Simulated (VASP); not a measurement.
# Sr4HfO (P-6m2) in VASP: notebook

The runs below take Sr4HfO through single point, with PBE.

All numbers are computed with VASP 6.6.1; they aren't measurements. Logs are shortened: lines on timing, memory, paths and dates and some standing lists are left out, and cuts for length are marked.

**1. The cell of the first run**

It takes space group P-6m2 (No. 187, hexagonal). The conventional cell has a = 3.424 Å, b = 3.424 Å, c = 13.572 Å, α = 90.00°, β = 90.00°, γ = 120.00°. Within 3.5 Å of Sr (site symmetry 3m) lie 3 Hf at 2.63 Å and 7 Sr at 3.42 to 3.46 Å. Sr (site symmetry 3m) has 3 O at 2.59 Å and 7 Sr at 3.33 to 3.42 Å within 3.5 Å. Hf (site symmetry -6m2) has 6 Sr at 2.63 Å and 6 Hf at 3.42 Å within 3.5 Å. O (site symmetry -6m2) has 6 Sr at 2.59 Å and 6 O at 3.42 Å within 3.5 Å.

The cell was built from a structure type or drawn by symmetry, and may not be a known phase.

**2. Single point, PBE**

Contents of INCAR:

```
SYSTEM = Sr4HfO
PREC = Accurate ; ENCUT = 520
EDIFF = 1E-6 ; ISMEAR = 0
SIGMA = 0.1 ; LREAL = .False.
LASPH = .True. ; NELM = 100
ALGO = Normal ; ISIF = 2
LWAVE = .False. ; LCHARG = .False.
GGA = PE ; NBANDS = 37
```

Contents of KPOINTS:

```
Automatic mesh
0
Gamma
  6 6 2
  0 0 0
```

Contents of POSCAR:

```
Sr4HfO
1.0
    3.4243807900      0.0000000000      0.0000000000
   -1.7121903900      2.9656007500      0.0000000000
    0.0000000000      0.0000000000     13.5715125900
Sr Hf O
4 1 1
Direct
    0.6666666700      0.3333333300      0.6276410200
    0.0000000000      0.0000000000      0.8771510100
    0.0000000000      0.0000000000      0.1228489900
    0.6666666700      0.3333333300      0.3723589800
    0.0000000000      0.0000000000      0.5000000000
    0.6666666700      0.3333333300      0.0000000000
```

Potentials or basis: VASP PAW PBE potentials, release 64 (Sr_sv, Hf_pv, O).

On the command line:

```bash
cat potpaw_PBE.64/Sr_sv/POTCAR potpaw_PBE.64/Hf_pv/POTCAR potpaw_PBE.64/O/POTCAR > POTCAR
mpirun -np 1 vasp_std > vasp.out
```

OUTCAR:

```text
SYSTEM = Sr4HfO
   PREC = Accurate
   ENCUT = 520
   EDIFF = 1E-6
   ISMEAR = 0
   LREAL = .False.
   LASPH = .True.
   NELM = 100
   ISIF = 2
   GGA = PE

 ion  position               nearest neighbor table
   1  0.667  0.333  0.628-   5 2.63   5 2.63   5 2.63   4 3.46   2 3.92   2 3.92   2 3.92   5 4.32
                             5 4.32   5 4.32   4 4.87   4 4.87   4 4.87   4 4.87   4 4.87   4 4.87
   2  0.000  0.000  0.877-   6 2.59   6 2.59   6 2.59   3 3.33   1 3.92   1 3.92   1 3.92   3 4.78
                             3 4.78   3 4.78   3 4.78   3 4.78   3 4.78
   3  0.000  0.000  0.123-   6 2.59   6 2.59   6 2.59   2 3.33   4 3.92   4 3.92   4 3.92   2 4.78
                             2 4.78   2 4.78   2 4.78   2 4.78   2 4.78
   4  0.667  0.333  0.372-   5 2.63   5 2.63   5 2.63   1 3.46   3 3.92   3 3.92   3 3.92   5 4.32
                             5 4.32   5 4.32   1 4.87   1 4.87   1 4.87   1 4.87   1 4.87   1 4.87
   5  0.000  0.000  0.500-   1 2.63   4 2.63   1 2.63   4 2.63   1 2.63   4 2.63   1 4.32   4 4.32
                             1 4.32   4 4.32   1 4.32   4 4.32
   6  0.667  0.333  0.000-   2 2.59   3 2.59   2 2.59   3 2.59   2 2.59   3 2.59

  LATTYP: Found a hexagonal cell.
 ALAT       =     3.4243807900
 C/A-ratio  =     3.9632019399

  Lattice vectors:

 A1 = (   3.4243807900,   0.0000000000,   0.0000000000)
 A2 = (  -1.7121903900,   2.9656007500,   0.0000000000)
 A3 = (   0.0000000000,   0.0000000000,  13.5715125900)

Analysis of symmetry for initial positions (statically):
=====================================================================
 Subroutine PRICEL returns:
 Original cell was already a primitive cell.

 Routine SETGRP: Setting up the symmetry group for a
 hexagonal supercell.

 Subroutine GETGRP returns: Found 12 space group operations
 (whereof 12 operations were pure point group operations)
 out of a pool of 24 trial point group operations.

The static configuration has the point symmetry D_3h.

Analysis of symmetry for dynamics (positions and initial velocities):
=====================================================================
 Subroutine PRICEL returns:
 Original cell was already a primitive cell.

 Routine SETGRP: Setting up the symmetry group for a
 hexagonal supercell.

 Subroutine GETGRP returns: Found 12 space group operations
 (whereof 12 operations were pure point group operations)
 out of a pool of 24 trial point group operations.

The dynamic configuration has the point symmetry D_3h.

 Subroutine INISYM returns: Found 12 space group operations
 (whereof 12 operations are pure point group operations),
[... 97 lines left out ...]
   IBRION =     -1    ionic relax: 0-MD 1-quasi-New 2-CG
   NFREE  =      0    steps in history (QN), initial steepest desc. (CG)
   ISIF   =      2    stress and relaxation
   ISYM   =      2    0-nonsym 1-usesym 2-fastsym
   POTIM  = 0.5000    time-step for ionic-motion
   TEBEG  =    0.0;   TEEND  =   0.0 temperature during run
   PSTRESS=    0.0 pullay stress
   NELECT =      56.0000    total number of electrons
   NUPDOWN=      -1.0000    fix difference up-down
   EMIN   =  10.00;   EMAX   =-10.00  energy-range for DOS
   EFERMI =   0.00;   METHOD = LEGACY
   ISMEAR =     0;   SIGMA  =   0.10  broadening in eV -4-tet -1-fermi 0-gaus
   EFERMI_NEDOS =   21; number of points for ismear=-14 and -15
   IALGO  =     38    algorithm
   IMIX   =      4    mixing-type and parameters
     AMIX     =   0.40;   BMIX     =  1.00
     AMIX_MAG =   1.60;   BMIX_MAG =  1.00
  volume/ion in A,a.u.               =      22.97       155.01
  Fermi-wavevector in a.u.,A,eV,Ry     =   1.212541  2.291371 20.004050  1.470256
  Thomas-Fermi vector in A             =   2.348022
   LORBIT       =      0    0 simple, 1 ext, 2 COOP (PROOUT), +10 PAW based schemes
   GGA     = PE    functional components
   LHFCALC =     F    Hartree Fock is set to
   AEXX    =    0.0000 exact exchange contribution
   IVDW    =     0    specifies the selected vdW correction
   LEPSILON=     F    determine dielectric tensor
   LRPA    =     F    only Hartree local field effects (RPA)
 non-spin polarized calculation
 Gauss-broadening in eV      SIGMA  =   0.10
  energy-cutoff  :      520.00
  volume of cell :      137.82
 maximum number of plane-waves:      3747
 NGX is ok and might be reduce to    28
   NGX = 13   NGY = 13   NGZ = 51

 number of electron      56.0000002 magnetization

 Free energy of the ion-electron system (eV)
  ---------------------------------------------------
  ext. energy  EPLUGINS =         0.00000000
  ---------------------------------------------------
  free energy    TOTEN  =       -17.31545828 eV

  energy without entropy =      -17.28298924  energy(sigma->0) =      -17.29922376

 E-fermi :   4.5303     XC(G=0): -10.0114

 val. band max:        4.4997334064   @ k =   0.5000   0.0000   0.5000
 cond. band min:       4.5944911426   @ k =   0.1667   0.1667   0.5000
 fundamental gap:      0.0947577362
 Fermi energy:         4.5303380190

 k-point     1 :       0.0000    0.0000    0.0000
  band No.  band energies     occupation
      1     -31.5668      2.00000
      2     -31.5098      2.00000
      3     -30.5682      2.00000
      4     -30.4275      2.00000
      5     -25.9033      2.00000
      6     -25.8461      2.00000
[... 549 lines left out ...]
     36       7.3194      0.00000
     37       8.3736      0.00000

------------------------ aborting loop because EDIFF is reached ----------------------------------------

  FORCE on cell =-STRESS in cart. coord.  units (eV):
  Direction    XX          YY          ZZ          XY          YZ          ZX
  --------------------------------------------------------------------------------------
  -------------------------------------------------------------------------------------
  Total       18.5103968     18.5103967     23.8948552      0.0000000      0.0000000     -0.0000000
  in kB      215.1807034    215.1807024    277.7742578      0.0000004      0.0000000     -0.0000000
  external PRESSURE =     236.0452212 kB  Pullay stress =       0.0000000 kB

 VOLUME and BASIS-vectors are now :
 -----------------------------------------------------------------------------
  energy-cutoff  :      520.00
  volume of cell :      137.82
      direct lattice vectors                 reciprocal lattice vectors
     3.424380790  0.000000000  0.000000000     0.292023598  0.168599903  0.000000000
    -1.712190390  2.965600750  0.000000000     0.000000000  0.337199807  0.000000000
     0.000000000  0.000000000 13.571512590     0.000000000  0.000000000  0.073683754

 POSITION                                       TOTAL-FORCE (eV/Angst)
 -----------------------------------------------------------------------------------
      1.71219      0.98853      8.51804        -0.000000      0.000000      6.536892
      0.00000      0.00000     11.90427        -0.000000     -0.000000      0.703615
      0.00000      0.00000      1.66725        -0.000000     -0.000000     -0.703615
      1.71219      0.98853      5.05347        -0.000000      0.000000     -6.536892
      0.00000      0.00000      6.78576        -0.000000     -0.000000     -0.000000
      1.71219      0.98853      0.00000         0.000000     -0.000000     -0.000000
 -----------------------------------------------------------------------------------
    total drift:                               -0.000045      0.000026      0.000000

  FREE ENERGIE OF THE ION-ELECTRON SYSTEM (eV)
  ---------------------------------------------------
  free  energy   TOTEN  =       -17.3154582784 eV

  energy  without entropy=      -17.2829892405  energy(sigma->0) =      -17.29922376
```

OSZICAR:

```text
N       E                     dE             d eps       ncg     rms          rms(c)
DAV:   1     0.374817247175E+03    0.37482E+03   -0.29491E+04  1036   0.144E+03
DAV:   2     0.717398888877E+01   -0.36764E+03   -0.35739E+03  1218   0.352E+02
[... 10 lines left out ...]
DAV:  13    -0.173176626161E+02    0.99407E-01   -0.48065E-01  1262   0.195E+00    0.935E-01
DAV:  14    -0.173268655072E+02   -0.92029E-02   -0.53246E-02  1307   0.729E-01    0.107E+00
DAV:  15    -0.173187445201E+02    0.81210E-02   -0.14510E-02  1200   0.382E-01    0.580E-01
DAV:  16    -0.173157783400E+02    0.29662E-02   -0.83986E-03  1312   0.283E-01    0.198E-01
DAV:  17    -0.173154729409E+02    0.30540E-03   -0.14653E-03  1368   0.114E-01    0.808E-02
DAV:  18    -0.173154577060E+02    0.15235E-04   -0.12587E-04  1552   0.385E-02    0.202E-02
DAV:  19    -0.173154582784E+02   -0.57242E-06   -0.68231E-06  1304   0.980E-03
   1 F= -.17315458E+02 E0= -.17299224E+02  d E =-.324690E-01
```

stdout:

```text
POSCAR found type information on POSCAR SrHfO
 POSCAR found :  3 types and       6 ions
 scaLAPACK will be used
 LDA part: xc-table for (Slater+PW92), standard interpolation
 POSCAR, INCAR and KPOINTS ok, starting setup
 FFT: planning ... GRIDC
 FFT: planning ... GRID_SOFT
 FFT: planning ... GRID
 WAVECAR not read
 entering main loop
```

Run time: 54 s. Hardware: 1 thread of Intel Xeon 6975P-C (Granite Rapids), shared host; peak memory 0.3 GiB.

What came out:

| Item | Value |
| --- | --- |
| Free energy | -17.3155 eV |
| Pressure | 23.6 GPa |
| Largest force | 6.537 eV/Å |
| Band gap on the k mesh | zero (bands 28 and 29 overlap by 0.79 eV) |

Forces in eV/Å, atoms in the order of the input:
```
Sr   0.000  0.000  6.537
Sr   0.000  0.000  0.704
Sr   0.000  0.000 -0.704
Sr   0.000  0.000 -6.537
Hf   0.000  0.000  0.000
O    0.000  0.000  0.000
```

Stress tensor (GPa, compression positive):
```
21.52  0.00  0.00
 0.00 21.52  0.00
 0.00  0.00 27.78
```

Levels at points of the mesh, in eV from the Fermi level:
```
           k point  band 25  band 26  band 27  band 28  band 29  band 30  band 31  band 32
(0.00, 0.00, 0.00)    -2.63    -2.02    -1.86    -0.24    -0.24    -0.13     0.19     0.19
(0.50, 0.00, 0.00)    -1.20    -1.17    -0.12     0.28     0.32     0.55     0.71     1.05
(0.00, 0.00, 0.50)    -2.63    -2.57    -0.97    -0.79    -0.24    -0.24     0.19     0.19
(0.50, 0.00, 0.50)    -1.18    -1.16    -0.11    -0.03     0.20     0.82     1.05     1.07
```

Caveat: the cell stands under pressure; spin-orbit coupling is left out, which moves the levels of the heavy elements; forces of over 1 eV/Å act on the atoms, so gaps and moduli don't describe the material at rest.

**3. Single point, PBE**

This run uses another cell than the first one, of 32.17 Å³/atom.

Contents of INCAR:

```
ALGO = Normal
EDIFF = 1E-7
ENCUT = 520
GGA = PE
ISIF = 2
ISMEAR = 0
LASPH = True
LCHARG = False
LREAL = False
LWAVE = False
NBANDS = 37
NELM = 80
PREC = Accurate
SIGMA = 0.1
```

Contents of KPOINTS:

```
k-points
0
Gamma
  6 6 2
```

Contents of POSCAR:

```
Sr4HfO
1.0
    3.7181897292     -0.0000000031      0.0000000000
   -1.8590948619      3.2200467632      0.0000000000
    0.0000000000      0.0000000000     16.1241152985
Sr Hf O
4 1 1
Direct
    0.6666666667      0.3333333333      0.6748821038
    0.0000000000      0.0000000000      0.9017428766
    0.0000000000      0.0000000000      0.0982571234
    0.6666666667      0.3333333333      0.3251178962
    0.0000000000      0.0000000000      0.5000000000
    0.6666666667      0.3333333333      0.0000000000
```

Potentials or basis: VASP PAW PBE potentials, release 64 (Sr_sv, Hf_pv, O).

On the command line:

```bash
cat potpaw_PBE.64/Sr_sv/POTCAR potpaw_PBE.64/Hf_pv/POTCAR potpaw_PBE.64/O/POTCAR > POTCAR
mpirun -np 1 vasp_std > vasp.out
```

OUTCAR:

```text
EDIFF = 1E-7
   ENCUT = 520
   GGA = PE
   ISIF = 2
   ISMEAR = 0
   LASPH = True
   LREAL = False
   NELM = 80
   PREC = Accurate

 ion  position               nearest neighbor table
   1  0.667  0.333  0.675-   5 3.54   5 3.54   5 3.54   2 4.24   2 4.24   2 4.24
   2  0.000  0.000  0.902-   6 2.67   6 2.67   6 2.67   3 3.17   1 4.24   1 4.24   1 4.24   3 4.89
                             3 4.89   3 4.89   3 4.89   3 4.89   3 4.89
   3  0.000  0.000  0.098-   6 2.67   6 2.67   6 2.67   2 3.17   4 4.24   4 4.24   4 4.24   2 4.89
                             2 4.89   2 4.89   2 4.89   2 4.89   2 4.89
   4  0.667  0.333  0.325-   5 3.54   5 3.54   5 3.54   3 4.24   3 4.24   3 4.24
   5  0.000  0.000  0.500-   1 3.54   4 3.54   1 3.54   4 3.54   1 3.54   4 3.54
   6  0.667  0.333  0.000-   2 2.67   3 2.67   2 2.67   3 2.67   2 2.67   3 2.67

  LATTYP: Found a hexagonal cell.
 ALAT       =     3.7181897292
 C/A-ratio  =     4.3365499000

  Lattice vectors:

 A1 = (   3.7181897292,  -0.0000000031,   0.0000000000)
 A2 = (  -1.8590948619,   3.2200467632,   0.0000000000)
 A3 = (   0.0000000000,   0.0000000000,  16.1241152985)

Analysis of symmetry for initial positions (statically):
=====================================================================
 Subroutine PRICEL returns:
 Original cell was already a primitive cell.

 Routine SETGRP: Setting up the symmetry group for a
 hexagonal supercell.

 Subroutine GETGRP returns: Found 12 space group operations
 (whereof 12 operations were pure point group operations)
 out of a pool of 24 trial point group operations.

The static configuration has the point symmetry D_3h.

Analysis of symmetry for dynamics (positions and initial velocities):
=====================================================================
 Subroutine PRICEL returns:
[... 124 lines left out ...]
   IMIX   =      4    mixing-type and parameters
     AMIX     =   0.40;   BMIX     =  1.00
     AMIX_MAG =   1.60;   BMIX_MAG =  1.00
  volume/ion in A,a.u.               =      32.17       217.13
  Fermi-wavevector in a.u.,A,eV,Ry     =   1.083713  2.047921 15.979144  1.174434
  Thomas-Fermi vector in A             =   2.219786
   LORBIT       =      0    0 simple, 1 ext, 2 COOP (PROOUT), +10 PAW based schemes
   GGA     = PE    functional components
   LHFCALC =     F    Hartree Fock is set to
   AEXX    =    0.0000 exact exchange contribution
   IVDW    =     0    specifies the selected vdW correction
   LEPSILON=     F    determine dielectric tensor
   LRPA    =     F    only Hartree local field effects (RPA)
 non-spin polarized calculation
 Gauss-broadening in eV      SIGMA  =   0.10
  energy-cutoff  :      520.00
  volume of cell :      193.05
 maximum number of plane-waves:      5230
 NGX is ok and might be reduce to    28
   NGX = 13   NGY = 13   NGZ = 59

 number of electron      55.9999999 magnetization

 Free energy of the ion-electron system (eV)
  ---------------------------------------------------
  ext. energy  EPLUGINS =         0.00000000
  ---------------------------------------------------
  free energy    TOTEN  =       -24.28174435 eV

  energy without entropy =      -24.26688662  energy(sigma->0) =      -24.27431549

 E-fermi :   2.9397     XC(G=0):  -8.7671

 val. band max:        2.7963256595   @ k =   0.5000   0.0000   0.0000
 cond. band min:       3.0217374890   @ k =   0.3333   0.3333   0.5000
 fundamental gap:      0.2254118294
 Fermi energy:         2.9396745734

 k-point     1 :       0.0000    0.0000    0.0000
  band No.  band energies     occupation
      1     -33.5662      2.00000
      2     -33.4772      2.00000
      3     -32.6665      2.00000
      4     -32.6658      2.00000
      5     -28.4703      2.00000
      6     -28.4224      2.00000
[... 549 lines left out ...]
     36       4.8424      0.00000
     37       5.3243      0.00000

------------------------ aborting loop because EDIFF is reached ----------------------------------------

  FORCE on cell =-STRESS in cart. coord.  units (eV):
  Direction    XX          YY          ZZ          XY          YZ          ZX
  --------------------------------------------------------------------------------------
  -------------------------------------------------------------------------------------
  Total       -0.0323739     -0.0323739      0.1825682     -0.0000000      0.0000000     -0.0000000
  in kB       -0.2686804     -0.2686804      1.5151864     -0.0000000      0.0000000     -0.0000000
  external PRESSURE =       0.3259419 kB  Pullay stress =       0.0000000 kB

 VOLUME and BASIS-vectors are now :
 -----------------------------------------------------------------------------
  energy-cutoff  :      520.00
  volume of cell :      193.05
      direct lattice vectors                 reciprocal lattice vectors
     3.718189729 -0.000000003  0.000000000     0.268948083  0.155277248  0.000000000
    -1.859094862  3.220046763  0.000000000     0.000000000  0.310554496  0.000000000
     0.000000000  0.000000000 16.124115299     0.000000000  0.000000000  0.062018907

 POSITION                                       TOTAL-FORCE (eV/Angst)
 -----------------------------------------------------------------------------------
      1.85909      1.07335     10.88188         0.000000     -0.000000     -0.015313
      0.00000      0.00000     14.53981         0.000000     -0.000000     -0.049249
      0.00000      0.00000      1.58431         0.000000     -0.000000      0.049249
      1.85909      1.07335      5.24224         0.000000     -0.000000      0.015313
      0.00000      0.00000      8.06206         0.000000     -0.000000      0.000000
      1.85909      1.07335      0.00000        -0.000000      0.000000      0.000000
 -----------------------------------------------------------------------------------
    total drift:                               -0.000001      0.000001      0.000000

  FREE ENERGIE OF THE ION-ELECTRON SYSTEM (eV)
  ---------------------------------------------------
  free  energy   TOTEN  =       -24.2817443541 eV

  energy  without entropy=      -24.2668866228  energy(sigma->0) =      -24.27431549
```

OSZICAR:

```text
N       E                     dE             d eps       ncg     rms          rms(c)
DAV:   1     0.350985229424E+03    0.35099E+03   -0.27795E+04  1036   0.136E+03
DAV:   2     0.552951925041E+01   -0.34546E+03   -0.33821E+03  1202   0.333E+02
DAV:   3    -0.259384045046E+02   -0.31468E+02   -0.31070E+02  1528   0.721E+01
[... 17 lines left out ...]
DAV:  21    -0.242817457369E+02   -0.64951E-06   -0.51132E-06  1397   0.645E-03    0.129E-02
DAV:  22    -0.242817453121E+02    0.42475E-06   -0.47576E-07   984   0.227E-03    0.947E-03
DAV:  23    -0.242817444794E+02    0.83269E-06   -0.14837E-06  1166   0.307E-03    0.231E-03
DAV:  24    -0.242817443568E+02    0.12263E-06   -0.31905E-07   966   0.126E-03    0.127E-03
DAV:  25    -0.242817443541E+02    0.27439E-08   -0.19329E-08   603   0.559E-04
   1 F= -.24281744E+02 E0= -.24274315E+02  d E =-.148577E-01
```

It took 84 s on 1 thread of Intel Xeon 6975P-C (Granite Rapids), shared host; peak memory 0.34 GiB.

What came out:

```yaml
Free_energy: -24.2817 eV
Pressure: 0.0 GPa
Largest_force: 0.049 eV/Å
Band_gap_on_the_k_mesh: zero (bands 28 and 29 overlap by 0.04 eV)
```

Forces on the atoms (eV/Å):
```
Sr   0.000  0.000 -0.015
Sr   0.000  0.000 -0.049
Sr   0.000  0.000  0.049
Sr   0.000  0.000  0.015
Hf   0.000  0.000  0.000
O    0.000  0.000  0.000
```

Caveat: spin-orbit coupling is left out, which moves the levels of the heavy elements.
